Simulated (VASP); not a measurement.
# CeO2 (Fm-3m) in VASP: notebook

Runs on CeO2. Level: PBE. Tasks: single point.

Everything below comes from runs of VASP 6.6.1. Logs are shortened: lines on timing, memory, paths and dates and some standing lists are left out, and cuts for length are marked.

**1. The cell of the first run**

Symmetry: Fm-3m, No. 225, cubic system. Conventional cell: a = 5.500 Å, b = 5.500 Å, c = 5.500 Å, α = 90.00°, β = 90.00°, γ = 90.00°. Ce (site symmetry m-3m) has 8 O at 2.38 Å within 3.1 Å. Within 3.1 Å of O (site symmetry -43m) lie 4 Ce at 2.38 Å and 6 O at 2.75 Å.

**2. Single point, PBE (13.87 Å³/atom)**

File INCAR:

```
SYSTEM = CeO2
  ALGO = Normal
  EDIFF = 1E-6
  ENCUT = 520
  GGA = PE
  ISIF = 2
  ISMEAR = 0
  LASPH = .TRUE.
  LCHARG = .FALSE.
  LREAL = .FALSE.
  LWAVE = .FALSE.
  NBANDS = 19
  NELM = 80
  PREC = Accurate
  SIGMA = 0.05
```

File KPOINTS:

```
k-points
0
G
  12 12 12
  0 0 0
```

File POSCAR:

```
CeO2
1.0
    0.0000000000      2.7502227850      2.7502227850
    2.7502227850      0.0000000000      2.7502227850
    2.7502227850      2.7502227850      0.0000000000
Ce O
1 2
Direct
    0.0000000000      0.0000000000      0.0000000000
    0.2500000000      0.2500000000      0.2500000000
    0.7500000000      0.7500000000      0.7500000000
```

Potentials or basis: VASP PAW PBE potentials, release 64 (Ce, O).

Launch:

```console
$ cat potpaw_PBE.64/Ce/POTCAR potpaw_PBE.64/O/POTCAR > POTCAR
$ mpirun -np 1 vasp_std > vasp.out
```

OUTCAR:

```text
SYSTEM = CeO2
   EDIFF = 1E-6
   ENCUT = 520
   GGA = PE
   ISIF = 2
   ISMEAR = 0
   LASPH = .TRUE.
   LREAL = .FALSE.
   NELM = 80
   PREC = Accurate

 ion  position               nearest neighbor table
   1  0.000  0.000  0.000-   3 2.38   3 2.38   3 2.38   2 2.38   3 2.38   2 2.38   2 2.38   2 2.38

   2  0.250  0.250  0.250-   1 2.38   1 2.38   1 2.38   1 2.38
   3  0.750  0.750  0.750-   1 2.38   1 2.38   1 2.38   1 2.38

  LATTYP: Found a face centered cubic cell.
 ALAT       =     5.5004455700

  Lattice vectors:

 A1 = (   0.0000000000,   2.7502227850,   2.7502227850)
 A2 = (   2.7502227850,   0.0000000000,   2.7502227850)
 A3 = (   2.7502227850,   2.7502227850,   0.0000000000)

Analysis of symmetry for initial positions (statically):
=====================================================================
 Subroutine PRICEL returns:
 Original cell was already a primitive cell.

 Routine SETGRP: Setting up the symmetry group for a
 face centered cubic supercell.

 Subroutine GETGRP returns: Found 48 space group operations
 (whereof 48 operations were pure point group operations)
 out of a pool of 48 trial point group operations.

The static configuration has the point symmetry O_h .

Analysis of symmetry for dynamics (positions and initial velocities):
=====================================================================
 Subroutine PRICEL returns:
 Original cell was already a primitive cell.

 Routine SETGRP: Setting up the symmetry group for a
 face centered cubic supercell.

 Subroutine GETGRP returns: Found 48 space group operations
 (whereof 48 operations were pure point group operations)
 out of a pool of 48 trial point group operations.

The dynamic configuration has the point symmetry O_h .

 Subroutine INISYM returns: Found 48 space group operations
 (whereof 48 operations are pure point group operations),
 and found     1 'primitive' translations

----------------------------------------------------------------------------------------

                                     Primitive cell

  volume of cell :      41.6039

  direct lattice vectors                    reciprocal lattice vectors
     0.000000000  2.750222785  2.750222785    -0.181803453  0.181803453  0.181803453
     2.750222785  0.000000000  2.750222785     0.181803453 -0.181803453  0.181803453
     2.750222785  2.750222785  0.000000000     0.181803453  0.181803453 -0.181803453

  length of vectors
     3.889402362  3.889402362  3.889402362     0.314892818  0.314892818  0.314892818

  position of ions in fractional coordinates (direct lattice)
     0.000000000  0.000000000  0.000000000
     0.250000000  0.250000000  0.250000000
     0.750000000  0.750000000  0.750000000

  ion indices of the primitive-cell ions
   primitive index   ion index
                 1           1
                 2           2
                 3           3

----------------------------------------------------------------------------------------

 KPOINTS: k-points

Automatic generation of k-mesh.
 Grid dimensions read from file:
 generate k-points for:   12   12   12

 Generating k-lattice:

  Cartesian coordinates                     Fractional coordinates (reciprocal lattice)
    -0.015150288  0.015150288  0.015150288     0.083333333  0.000000000  0.000000000
     0.015150288 -0.015150288  0.015150288     0.000000000  0.083333333  0.000000000
     0.015150288  0.015150288 -0.015150288     0.000000000  0.000000000  0.083333333

  Length of vectors
     0.026241068  0.026241068  0.026241068

  Shift w.r.t. Gamma in fractional coordinates (k-lattice)
     0.000000000  0.000000000  0.000000000

 Subroutine IBZKPT returns following result:
 ===========================================

 Found     72 irreducible k-points:

 Following reciprocal coordinates:
            Coordinates               Weight
  0.000000  0.000000  0.000000      1.000000
  0.083333  0.000000  0.000000      8.000000
  0.166667  0.000000  0.000000      8.000000
  0.250000  0.000000  0.000000      8.000000
  0.333333  0.000000  0.000000      8.000000
  0.416667  0.000000  0.000000      8.000000
[... 16 lines left out ...]
  0.500000  0.166667  0.000000     24.000000
 -0.416667  0.166667  0.000000     24.000000
 [... further k-points ...]
   k-points           NKPTS =     72   k-points in BZ     NKDIM =     72   number of bands    NBANDS=     19
   number of dos      NEDOS =    301   number of ions     NIONS =      3
   total plane-waves  NPLWV =  27000
   dimension x,y,z NGX =    30 NGY =   30 NGZ =   30
   dimension x,y,z NGXF=    60 NGYF=   60 NGZF=   60
   ions per type =               1   2
   NGX,Y,Z   is equivalent  to a cutoff of  12.82, 12.82, 12.82 a.u.
   NGXF,Y,Z  is equivalent  to a cutoff of  25.65, 25.65, 25.65 a.u.
 SYSTEM =  CeO2
   PREC   = accura    normal or accurate (medium, high low for compatibility)
   ISTART =      0    job   : 0-new  1-cont  2-samecut
   ICHARG =      2    charge: 1-file 2-atom 10-const
   ISPIN  =      1    spin polarized calculation?
   LNONCOLLINEAR =      F non collinear calculations
   LSORBIT =      F    spin-orbit coupling
   LASPH  =      T    aspherical Exc in radial PAW
   ENCUT  =  520.0 eV  38.22 Ry    6.18 a.u.   7.23  7.23  7.23*2*pi/ulx,y,z
   NELM   =     80;   NELMIN=  2; NELMDL= -5     # of ELM steps
   EDIFF  = 0.1E-05   stopping-criterion for ELM
   LREAL  =      F    real-space projection
   EDIFFG = 0.1E-04   stopping-criterion for IOM
   NSW    =      0    number of steps for IOM
   IBRION =     -1    ionic relax: 0-MD 1-quasi-New 2-CG
   NFREE  =      0    steps in history (QN), initial steepest desc. (CG)
   ISIF   =      2    stress and relaxation
   ISYM   =      2    0-nonsym 1-usesym 2-fastsym
   POTIM  = 0.5000    time-step for ionic-motion
   TEBEG  =    0.0;   TEEND  =   0.0 temperature during run
   PSTRESS=    0.0 pullay stress
   NELECT =      24.0000    total number of electrons
   NUPDOWN=      -1.0000    fix difference up-down
   EMIN   =  10.00;   EMAX   =-10.00  energy-range for DOS
   EFERMI =   0.00;   METHOD = LEGACY
   ISMEAR =     0;   SIGMA  =   0.05  broadening in eV -4-tet -1-fermi 0-gaus
   EFERMI_NEDOS =   21; number of points for ismear=-14 and -15
   IALGO  =     38    algorithm
   IMIX   =      4    mixing-type and parameters
     AMIX     =   0.40;   BMIX     =  1.00
     AMIX_MAG =   1.60;   BMIX_MAG =  1.00
  volume/ion in A,a.u.               =      13.87        93.59
  Fermi-wavevector in a.u.,A,eV,Ry     =   1.362806  2.575330 25.269287  1.857240
  Thomas-Fermi vector in A             =   2.489264
   LORBIT       =      0    0 simple, 1 ext, 2 COOP (PROOUT), +10 PAW based schemes
   GGA     = PE    functional components
   LHFCALC =     F    Hartree Fock is set to
   AEXX    =    0.0000 exact exchange contribution
   IVDW    =     0    specifies the selected vdW correction
   LEPSILON=     F    determine dielectric tensor
   LRPA    =     F    only Hartree local field effects (RPA)
 non-spin polarized calculation
 Gauss-broadening in eV      SIGMA  =   0.05
  energy-cutoff  :      520.00
  volume of cell :       41.60
 maximum number of plane-waves:      1139
 NGX is ok and might be reduce to    30
   NGX = 15   NGY = 15   NGZ = 15

 number of electron      23.9999994 magnetization

 Free energy of the ion-electron system (eV)
  ---------------------------------------------------
  ext. energy  EPLUGINS =         0.00000000
  ---------------------------------------------------
  free energy    TOTEN  =       -26.22275625 eV

  energy without entropy =      -26.22275625  energy(sigma->0) =      -26.22275625

 E-fermi :   5.0652     XC(G=0): -11.0611

 val. band max:        4.8380120558   @ k =  -0.2500   0.2500   0.0000
 cond. band min:       6.6475315299   @ k =   0.5000   0.0000   0.0000
 fundamental gap:      1.8095194742
 Fermi energy:         5.0652020072

 k-point     1 :       0.0000    0.0000    0.0000
  band No.  band energies     occupation
      1     -27.6730      2.00000
      2     -11.3780      2.00000
      3     -10.4326      2.00000
      4      -9.8695      2.00000
      5      -9.8695      2.00000
      6      -9.8695      2.00000
[... 11 lines left out ...]
     18       7.5515      0.00000
     19       7.5515      0.00000

 k-point     2 :       0.0833    0.0000    0.0000
  band No.  band energies     occupation
      1     -27.6620      2.00000
      2     -11.6376      2.00000
      3     -10.4816      2.00000
      4      -9.8837      2.00000
      5      -9.8837      2.00000
      6      -9.5981      2.00000
[... 11 lines left out ...]
     18       7.5095      0.00000
     19       7.5095      0.00000

 k-point     3 :       0.1667    0.0000    0.0000
  band No.  band energies     occupation
      1     -27.6321      2.00000
      2     -12.1270      2.00000
      3     -10.6327      2.00000
      4      -9.9221      2.00000
      5      -9.9221      2.00000
      6      -9.0510      2.00000
[... 11 lines left out ...]
     18       7.4260      0.00000
     19       7.4260      0.00000

 k-point     4 :       0.2500    0.0000    0.0000
  band No.  band energies     occupation
      1     -27.5908      2.00000
      2     -12.6067      2.00000
      3     -10.8304      2.00000
      4      -9.9733      2.00000
      5      -9.9733      2.00000
      6      -8.4810      2.00000
[... 11 lines left out ...]
     18       7.3706      0.00000
     19       7.3706      0.00000

 k-point     5 :       0.3333    0.0000    0.0000
  band No.  band energies     occupation
      1     -27.5489      2.00000
      2     -12.9931      2.00000
      3     -11.0143      2.00000
      4     -10.0235      2.00000
      5     -10.0235      2.00000
      6      -7.9975      2.00000
[... 11 lines left out ...]
     18       7.3666      0.00000
     19       7.3666      0.00000

 k-point     6 :       0.4167    0.0000    0.0000
  band No.  band energies     occupation
      1     -27.5177      2.00000
      2     -13.2421      2.00000
      3     -11.1405      2.00000
      4     -10.0594      2.00000
      5     -10.0594      2.00000
      6      -7.6732      2.00000
[... 11 lines left out ...]
     18       7.3902      0.00000
     19       7.4348      0.00000

 k-point     7 :       0.5000    0.0000    0.0000
  band No.  band energies     occupation
      1     -27.5060      2.00000
      2     -13.3280      2.00000
      3     -11.1850      2.00000
      4     -10.0725      2.00000
      5     -10.0725      2.00000
      6      -7.5587      2.00000
[... 11 lines left out ...]
     18       7.4042      0.00000
     19       7.4730      0.00000

 k-point     8 :       0.0833    0.0833    0.0000
  band No.  band energies     occupation
      1     -27.6583      2.00000
      2     -11.7096      2.00000
      3     -10.4840      2.00000
      4      -9.9059      2.00000
      5      -9.9059      2.00000
      6      -9.5015      2.00000
[... 256 lines left out ...]
 k-point    20 :       0.2500    0.1667    0.0000
  band No.  band energies     occupation
      1     -27.5873      2.00000
      2     -12.6114      2.00000
      3     -10.8821      2.00000
      4     -10.0640      2.00000
      5      -9.8861      2.00000
      6      -8.4523      2.00000
[... 11 lines left out ...]
     18       7.3278      0.00000
     19       7.3678      0.00000

 k-point    21 :       0.3333    0.1667    0.0000
  band No.  band energies     occupation
      1     -27.5492      2.00000
      2     -12.9014      2.00000
      3     -11.2892      2.00000
      4     -10.1169      2.00000
      5      -9.6340      2.00000
      6      -8.1323      2.00000
[... 11 lines left out ...]
     18       7.3311      0.00000
     19       7.3419      0.00000

 k-point    22 :       0.4167    0.1667    0.0000
  band No.  band energies     occupation
      1     -27.5144      2.00000
      2     -13.1067      2.00000
      3     -11.6538      2.00000
      4     -10.1485      2.00000
      5      -9.4200      2.00000
      6      -7.8915      2.00000
[... 11 lines left out ...]
     18       7.3189      0.00000
     19       7.4407      0.00000

 k-point    23 :       0.5000    0.1667    0.0000
  band No.  band energies     occupation
      1     -27.4924      2.00000
      2     -13.2022      2.00000
      3     -11.9076      2.00000
      4     -10.1511      2.00000
      5      -9.2743      2.00000
      6      -7.7707      2.00000
[... 11 lines left out ...]
     18       7.3027      0.00000
     19       7.5234      0.00000

 k-point    24 :      -0.4167    0.1667    0.0000
  band No.  band energies     occupation
      1     -27.4896      2.00000
      2     -13.1837      2.00000
      3     -12.0133      2.00000
      4     -10.1243      2.00000
      5      -9.1915      2.00000
      6      -7.8046      2.00000
[... 11 lines left out ...]
     18       7.2668      0.00000
     19       7.5356      0.00000

 [... further k-points ...]

------------------------ aborting loop because EDIFF is reached ----------------------------------------

  FORCE on cell =-STRESS in cart. coord.  units (eV):
  Direction    XX          YY          ZZ          XY          YZ          ZX
  --------------------------------------------------------------------------------------
  -------------------------------------------------------------------------------------
  Total       -0.8568160     -0.8568160     -0.8568160     -0.0000000     -0.0000000      0.0000000
  in kB      -32.9962449    -32.9962449    -32.9962449     -0.0000000     -0.0000000      0.0000000
  external PRESSURE =     -32.9962449 kB  Pullay stress =       0.0000000 kB

 VOLUME and BASIS-vectors are now :
 -----------------------------------------------------------------------------
  energy-cutoff  :      520.00
  volume of cell :       41.60
      direct lattice vectors                 reciprocal lattice vectors
     0.000000000  2.750222785  2.750222785    -0.181803453  0.181803453  0.181803453
     2.750222785  0.000000000  2.750222785     0.181803453 -0.181803453  0.181803453
     2.750222785  2.750222785  0.000000000     0.181803453  0.181803453 -0.181803453

 POSITION                                       TOTAL-FORCE (eV/Angst)
 -----------------------------------------------------------------------------------
      0.00000      0.00000      0.00000         0.000000      0.000000      0.000000
      1.37511      1.37511      1.37511         0.000000      0.000000      0.000000
      4.12533      4.12533      4.12533        -0.000000     -0.000000     -0.000000
 -----------------------------------------------------------------------------------
    total drift:                                0.000000     -0.000000      0.000000

  FREE ENERGIE OF THE ION-ELECTRON SYSTEM (eV)
  ---------------------------------------------------
  free  energy   TOTEN  =       -26.2227562488 eV

  energy  without entropy=      -26.2227562488  energy(sigma->0) =      -26.22275625
```

Run time: 2.3 min. Hardware: 1 thread of Intel Xeon 8259CL, shared host; peak memory 0.22 GiB.

Results:

- Free energy: -26.2228 eV
- Pressure: -3.3 GPa
- Band gap on the k mesh: 1.81 eV (least direct gap 1.90 eV)

Levels at points of the mesh, in eV from the valence-band top:
```tsv
k point	band 8	band 9	band 10	band 11	band 12	band 13	band 14	band 15	band 16	band 17
(0.00, 0.00, 0.00)	-3.59	-3.59	-0.54	-0.54	-0.54	2.10	2.10	2.10	2.31	2.71
(0.50, 0.00, 0.00)	-2.75	-1.23	-1.15	-0.76	-0.76	1.81	1.97	1.97	2.11	2.57
(0.50, 0.50, 0.00)	-1.20	-1.20	-0.69	-0.69	-0.54	1.85	1.93	1.93	2.07	2.39
```

Caveat: the cell stands under tension; spin-orbit coupling is left out, which moves the levels of the heavy elements. A k mesh can miss the band edges.

**3. Single point, PBE (14.14 Å³/atom)**

This run uses another cell than the first one, of 14.14 Å³/atom.

File INCAR:

```
SYSTEM = CeO2
PREC = Accurate
ENCUT = 520
EDIFF = 1E-6
ISMEAR = 0
SIGMA = 0.05
LREAL = .False.
LASPH = .True.
NELM = 60
ALGO = Normal
ISIF = 2
LWAVE = .False.
LCHARG = .False.
GGA = PE
NBANDS = 19
```

File KPOINTS:

```
regular mesh
0
Gamma
  12 12 12
  0 0 0
```

File POSCAR:

```
CeO2
1.0
    0.0000000000      2.7680818749      2.7680818749
    2.7680818749      0.0000000000      2.7680818749
    2.7680818749      2.7680818749      0.0000000000
Ce O
1 2
Direct
    0.0000000000      0.0000000000      0.0000000000
    0.2500000000      0.2500000000      0.2500000000
    0.7500000000      0.7500000000      0.7500000000
```

Potentials or basis: VASP PAW PBE potentials, release 64 (Ce, O).

Launch:

```console
$ cat potpaw_PBE.64/Ce/POTCAR potpaw_PBE.64/O/POTCAR > POTCAR
$ mpirun -np 1 vasp_std > vasp.out
```

It took 2.3 min on 1 thread of Intel Xeon 8259CL, shared host; peak memory 0.23 GiB.

It converged, with:

```
Free energy            : -26.1995 eV
Pressure               : -6.2 GPa
Band gap on the k mesh : 1.75 eV (least direct gap 1.84 eV)
```

Levels at points of the mesh, in eV from the valence-band top:
| k point | band 9 | band 10 | band 11 | band 12 | band 13 | band 14 | band 15 | band 16 |
| --- | --- | --- | --- | --- | --- | --- | --- | --- |
| (0.00, 0.00, 0.00) | -3.49 | -0.51 | -0.51 | -0.51 | 2.03 | 2.03 | 2.03 | 2.23 |
| (0.50, 0.00, 0.00) | -1.21 | -1.13 | -0.75 | -0.75 | 1.75 | 1.91 | 1.91 | 2.04 |
| (0.50, 0.50, 0.00) | -1.19 | -0.65 | -0.65 | -0.51 | 1.79 | 1.86 | 1.86 | 2.00 |

Caveat: the cell stands under tension; spin-orbit coupling is left out, which moves the levels of the heavy elements.

(Part 1 of 3 ends here.)
